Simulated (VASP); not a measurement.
# SbSe (Fm-3m) in VASP: notebook, part 2 of 3

VASP 6.6.1. The steps go on from the part before.

### 4 Single point, PBE

This run uses another cell than the first one, of 27.04 Å³/atom.

File INCAR:

```
SYSTEM = SbSe
  ALGO = Normal
  EDIFF = 1E-7
  ENCUT = 520
  GGA = PE
  ISIF = 2
  ISMEAR = -1
  LASPH = .True.
  LCHARG = .False.
  LREAL = .False.
  LWAVE = .False.
  NBANDS = 12
  NELM = 100
  PREC = Accurate
  SIGMA = 0.15
```

File KPOINTS:

```
k-points
0
Gamma
  12 12 12
  0 0 0
```

File POSCAR:

```
SbSe
1.0
    0.0000000000      3.0015686897      3.0015686897
    3.0015686897      0.0000000000      3.0015686897
    3.0015686897      3.0015686897      0.0000000000
Sb Se
1 1
Direct
    0.0000000000      0.0000000000      0.0000000000
    0.5000000000      0.5000000000      0.5000000000
```

Potentials or basis: VASP PAW PBE potentials, release 64 (Sb, Se).

Launch:

```
cat potpaw_PBE.64/Sb/POTCAR potpaw_PBE.64/Se/POTCAR > POTCAR
mpirun -np 1 vasp_std > vasp.out
```

OUTCAR:

```text
SYSTEM = SbSe
   EDIFF = 1E-7
   ENCUT = 520
   GGA = PE
   ISIF = 2
   ISMEAR = -1
   LASPH = .True.
   LREAL = .False.
   NELM = 100
   PREC = Accurate

 ion  position               nearest neighbor table
   1  0.000  0.000  0.000-   2 3.00   2 3.00   2 3.00   2 3.00   2 3.00   2 3.00
   2  0.500  0.500  0.500-   1 3.00   1 3.00   1 3.00   1 3.00   1 3.00   1 3.00

  LATTYP: Found a face centered cubic cell.
 ALAT       =     6.0031373794

  Lattice vectors:

 A1 = (   0.0000000000,   3.0015686897,   3.0015686897)
 A2 = (   3.0015686897,   0.0000000000,   3.0015686897)
 A3 = (   3.0015686897,   3.0015686897,   0.0000000000)

Analysis of symmetry for initial positions (statically):
=====================================================================
 Subroutine PRICEL returns:
 Original cell was already a primitive cell.

 Routine SETGRP: Setting up the symmetry group for a
 face centered cubic supercell.

 Subroutine GETGRP returns: Found 48 space group operations
 (whereof 48 operations were pure point group operations)
 out of a pool of 48 trial point group operations.

The static configuration has the point symmetry O_h .

Analysis of symmetry for dynamics (positions and initial velocities):
=====================================================================
 Subroutine PRICEL returns:
 Original cell was already a primitive cell.

 Routine SETGRP: Setting up the symmetry group for a
 face centered cubic supercell.

 Subroutine GETGRP returns: Found 48 space group operations
 (whereof 48 operations were pure point group operations)
 out of a pool of 48 trial point group operations.

The dynamic configuration has the point symmetry O_h .

 Subroutine INISYM returns: Found 48 space group operations
 (whereof 48 operations are pure point group operations),
 and found     1 'primitive' translations

----------------------------------------------------------------------------------------

                                     Primitive cell

  volume of cell :      54.0848

[... 116 lines left out ...]
   IVDW    =     0    specifies the selected vdW correction
   LEPSILON=     F    determine dielectric tensor
   LRPA    =     F    only Hartree local field effects (RPA)
 non-spin polarized calculation
  energy-cutoff  :      520.00
  volume of cell :       54.08
 maximum number of plane-waves:      1475
   NGX = 15   NGY = 15   NGZ = 15

 number of electron      11.0000000 magnetization

 Free energy of the ion-electron system (eV)
  ---------------------------------------------------
  ext. energy  EPLUGINS =         0.00000000
  ---------------------------------------------------
  free energy    TOTEN  =        -7.75495473 eV

  energy without entropy =       -7.66284183  energy(sigma->0) =       -7.70889828

 E-fermi :   6.0627     XC(G=0):  -9.6062

 val. band max:        6.0259510742   @ k =   0.3333   0.0000   0.0000
 cond. band min:       6.0686450390   @ k =  -0.2500   0.2500   0.0000
 fundamental gap:      0.0426939648
 Fermi energy:         6.0627486067

 k-point     1 :       0.0000    0.0000    0.0000
  band No.  band energies     occupation
      1      -8.6715      2.00000
      2      -1.2698      2.00000
      3       3.0662      2.00000
      4       3.0662      2.00000
      5       3.0662      2.00000
      6       8.5263      0.00000
      7       8.5263      0.00000
      8       8.5263      0.00000
      9      11.1186      0.00000
     10      11.1186      0.00000
     11      11.1186      0.00000
     12      13.0956      0.00000
[... 331 lines left out ...]
 k-point    24 :      -0.4167    0.1667    0.0000
  band No.  band energies     occupation
      1      -7.4376      2.00000
      2      -3.7949      2.00000
      3       1.7186      2.00000
      4       2.9881      2.00000
      5       3.6747      2.00000
      6       6.1139      0.83114
      7       6.3020      0.33734
      8       8.1122      0.00000
      9      12.7653      0.00000
     10      13.5512      0.00000
     11      14.4193      0.00000
     12      16.7777      0.00000

 [... further k-points ...]

------------------------ aborting loop because EDIFF is reached ----------------------------------------

  FORCE on cell =-STRESS in cart. coord.  units (eV):
  Direction    XX          YY          ZZ          XY          YZ          ZX
  --------------------------------------------------------------------------------------
  -------------------------------------------------------------------------------------
  Total       -0.0366135     -0.0366135     -0.0366135      0.0000000      0.0000000      0.0000000
  in kB       -1.0846175     -1.0846175     -1.0846175      0.0000000      0.0000000      0.0000000
  external PRESSURE =      -1.0846175 kB  Pullay stress =       0.0000000 kB

 VOLUME and BASIS-vectors are now :
 -----------------------------------------------------------------------------
  energy-cutoff  :      520.00
  volume of cell :       54.08
      direct lattice vectors                 reciprocal lattice vectors
     0.000000000  3.001568690  3.001568690    -0.166579563  0.166579563  0.166579563
     3.001568690  0.000000000  3.001568690     0.166579563 -0.166579563  0.166579563
     3.001568690  3.001568690  0.000000000     0.166579563  0.166579563 -0.166579563

 POSITION                                       TOTAL-FORCE (eV/Angst)
 -----------------------------------------------------------------------------------
      0.00000      0.00000      0.00000        -0.000000     -0.000000     -0.000000
      3.00157      3.00157      3.00157         0.000000      0.000000      0.000000
 -----------------------------------------------------------------------------------
    total drift:                                0.000000     -0.000000      0.000000

  FREE ENERGIE OF THE ION-ELECTRON SYSTEM (eV)
  ---------------------------------------------------
  free  energy   TOTEN  =        -7.7549547271 eV

  energy  without entropy=       -7.6628418299  energy(sigma->0) =       -7.70889828
```

OSZICAR:

```text
N       E                     dE             d eps       ncg     rms          rms(c)
DAV:   1     0.391791721488E+02    0.39179E+02   -0.39650E+03  1728   0.689E+02
DAV:   2    -0.526786592882E+01   -0.44447E+02   -0.42618E+02  2448   0.124E+02
DAV:   3    -0.780302040158E+01   -0.25352E+01   -0.25094E+01  2140   0.310E+01
DAV:   4    -0.782397602138E+01   -0.20956E-01   -0.20946E-01  2020   0.337E+00
DAV:   5    -0.782417298260E+01   -0.19696E-03   -0.19696E-03  2176   0.337E-01    0.413E+00
DAV:   6    -0.775086746066E+01    0.73306E-01   -0.34404E-01  1896   0.195E+00    0.243E+00
DAV:   7    -0.775391611868E+01   -0.30487E-02   -0.26857E-02  2080   0.817E-01    0.981E-01
DAV:   8    -0.775485797179E+01   -0.94185E-03   -0.28547E-03  1964   0.274E-01    0.110E-01
DAV:   9    -0.775493562806E+01   -0.77656E-04   -0.42746E-04  2128   0.102E-01    0.504E-02
DAV:  10    -0.775495400273E+01   -0.18375E-04   -0.57765E-05  2032   0.482E-02    0.887E-03
DAV:  11    -0.775495473651E+01   -0.73378E-06   -0.18949E-06  2180   0.829E-03    0.407E-03
DAV:  12    -0.775495472710E+01    0.94129E-08   -0.42335E-07  1996   0.401E-03
   1 F= -.77549547E+01 E0= -.77088983E+01  d E =-.921129E-01
```

Wall time 12 s (1 thread of Intel Xeon 6975P-C (Granite Rapids), shared host); peak memory 0.2 GiB.

Results:

```
Free energy            : -7.7550 eV
Pressure               : -0.1 GPa
Band gap on the k mesh : zero (an odd number of electrons rules out a gap without spin polarisation)
```

Caveat: spin-orbit coupling is left out, which moves the levels of the heavy elements.

### 5 Relaxation of cell and atoms, PBE

File INCAR:

```
ALGO     = Normal         # electronic algorithm
EDIFF    = 1E-7           # SCF threshold, eV
EDIFFG   = -0.001         # ionic threshold
ENCUT    = 600            # plane-wave cutoff, eV
GGA      = PE             # functional
IBRION   = 2              # ionic algorithm
ISIF     = 3              # what is computed and relaxed
ISMEAR   = -1             # smearing method
LASPH    = T              # aspherical terms in the spheres
LCHARG   = F              # write CHGCAR
LREAL    = F              # projectors in reciprocal space
LWAVE    = F              # write WAVECAR
NELM     = 100            # most SCF steps
NSW      = 80             # ionic steps
PREC     = Accurate       # precision mode
SIGMA    = 0.15           # smearing width, eV
```

File KPOINTS:

```
k-points
0
Gamma
  12 12 12
```

File POSCAR:

```
SbSe
1.0
    0.0000000000      2.9983668628      2.9983668628
    2.9983668628      0.0000000000      2.9983668628
    2.9983668628      2.9983668628      0.0000000000
Sb Se
1 1
Direct
    0.0000000000      0.0000000000      0.0000000000
    0.5000000000      0.5000000000      0.5000000000
```

Potentials or basis: VASP PAW PBE potentials, release 64 (Sb, Se).

Launch:

```
cat potpaw_PBE.64/Sb/POTCAR potpaw_PBE.64/Se/POTCAR > POTCAR
mpirun -np 1 vasp_std > vasp.out
```

OUTCAR:

```text
EDIFF = 1E-7
   EDIFFG = -0.001
   ENCUT = 600
   GGA = PE
   IBRION = 2
   ISIF = 3
   ISMEAR = -1
   LASPH = T
   LREAL = F
   NELM = 100
   NSW = 80
   PREC = Accurate

 ion  position               nearest neighbor table
   1  0.000  0.000  0.000-   2 3.00   2 3.00   2 3.00   2 3.00   2 3.00   2 3.00
   2  0.500  0.500  0.500-   1 3.00   1 3.00   1 3.00   1 3.00   1 3.00   1 3.00

  LATTYP: Found a face centered cubic cell.
 ALAT       =     5.9967337256

  Lattice vectors:

 A1 = (   0.0000000000,   2.9983668628,   2.9983668628)
 A2 = (   2.9983668628,   0.0000000000,   2.9983668628)
 A3 = (   2.9983668628,   2.9983668628,   0.0000000000)

Analysis of symmetry for initial positions (statically):
=====================================================================
 Subroutine PRICEL returns:
 Original cell was already a primitive cell.

 Routine SETGRP: Setting up the symmetry group for a
 face centered cubic supercell.

 Subroutine GETGRP returns: Found 48 space group operations
 (whereof 48 operations were pure point group operations)
 out of a pool of 48 trial point group operations.

The static configuration has the point symmetry O_h .

Analysis of symmetry for dynamics (positions and initial velocities):
=====================================================================
 Subroutine PRICEL returns:
[... 229 lines left out ...]

 number of electron      11.0000000 magnetization

 Free energy of the ion-electron system (eV)
  ---------------------------------------------------
  ext. energy  EPLUGINS =         0.00000000
  ---------------------------------------------------
  free energy    TOTEN  =        -7.75499866 eV

  energy without entropy =       -7.66309604  energy(sigma->0) =       -7.70904735

 E-fermi :   6.0863     XC(G=0):  -9.6148

 val. band max:        6.0515783977   @ k =   0.3333   0.0000   0.0000
 cond. band min:       6.0915515330   @ k =  -0.2500   0.2500   0.0000
 fundamental gap:      0.0399731354
 Fermi energy:         6.0863341307

 k-point     1 :       0.0000    0.0000    0.0000
  band No.  band energies     occupation
      1      -8.6626      2.00000
      2      -1.2398      2.00000
      3       3.0832      2.00000
      4       3.0832      2.00000
      5       3.0832      2.00000
      6       8.5556      0.00000
      7       8.5556      0.00000
      8       8.5556      0.00000
      9      11.1377      0.00000
[... 265 lines left out ...]
 k-point    24 :      -0.4167    0.1667    0.0000
  band No.  band energies     occupation
      1      -7.4233      2.00000
      2      -3.7799      2.00000
      3       1.7322      2.00000
      4       3.0041      2.00000
      5       3.6955      2.00000
      6       6.1392      0.82565
      7       6.3251      0.33828
      8       8.1411      0.00000
      9      12.7891      0.00000

 [... further k-points ...]

------------------------ aborting loop because EDIFF is reached ----------------------------------------

  FORCE on cell =-STRESS in cart. coord.  units (eV):
  Direction    XX          YY          ZZ          XY          YZ          ZX
  --------------------------------------------------------------------------------------
  -------------------------------------------------------------------------------------
  Total        0.0014495      0.0014495      0.0014495      0.0000000      0.0000000     -0.0000000
  in kB        0.0430232      0.0430232      0.0430232      0.0000000      0.0000000     -0.0000000
  external PRESSURE =       0.0430232 kB  Pullay stress =       0.0000000 kB
[... 17 lines left out ...]
  FREE ENERGIE OF THE ION-ELECTRON SYSTEM (eV)
  ---------------------------------------------------
  free  energy   TOTEN  =        -7.7549986620 eV

  energy  without entropy=       -7.6630960405  energy(sigma->0) =       -7.70904735

 reached required accuracy - stopping structural energy minimisation
```

CONTCAR:

```text
SbSe
   1.00000000000000
    -0.0000000000000000    2.9995842161168573    2.9995842161168573
     2.9995842161168573   -0.0000000000000000    2.9995842161168573
     2.9995842161168573    2.9995842161168573   -0.0000000000000000
  Sb              Se
     1     1
Direct
     0.0000000000000000    0.0000000000000000    0.0000000000000000
     0.5000000000000000    0.5000000000000000    0.5000000000000000

  0.00000000E+00  0.00000000E+00  0.00000000E+00
  0.00000000E+00  0.00000000E+00  0.00000000E+00
```

Wall time 27 s (1 thread of Intel Xeon 6975P-C (Granite Rapids), shared host); peak memory 0.24 GiB.

Results:

| Item | Value |
| --- | --- |
| Free energy | -7.7550 eV |
| Relaxed volume | 26.99 Å³/atom |
| Relaxed cell | a = 4.242 Å, b = 4.242 Å, c = 4.242 Å, α = 60.00°, β = 60.00°, γ = 60.00° |
| Space group after relaxing (to 0.1 Å) | Fm-3m (No. 225) |
| Energy gained by relaxing | 0.0 meV/atom |
| Ionic steps | 3 |
| Pressure after relaxing | 0.0 GPa |
| Band gap on the k mesh | zero (an odd number of electrons rules out a gap without spin polarisation) |

Final structure:
```xyz
2
Lattice="0.0000 2.9996 2.9996 2.9996 0.0000 2.9996 2.9996 2.9996 0.0000" Properties=species:S:1:pos:R:3 pbc="T T T"
Sb    0.0000    0.0000    0.0000
Se    2.9996    2.9996    2.9996
```

Levels at points of the mesh, in eV from the Fermi level:
```
           k point  band 1  band 2  band 3  band 4  band 5  band 6  band 7  band 8  band 9
(0.00, 0.00, 0.00)  -14.75   -7.33   -3.00   -3.00   -3.00    2.47    2.47    2.47    5.05
(0.50, 0.00, 0.00)  -13.58  -10.08   -2.59   -2.59   -1.28   -0.97   -0.48   -0.48    7.50
(0.50, 0.50, 0.00)  -13.39   -8.62   -6.35   -4.53   -4.53    2.33    3.70    3.70    4.68
```

Caveat: spin-orbit coupling is left out, which moves the levels of the heavy elements.

[end of part 2 of 3]
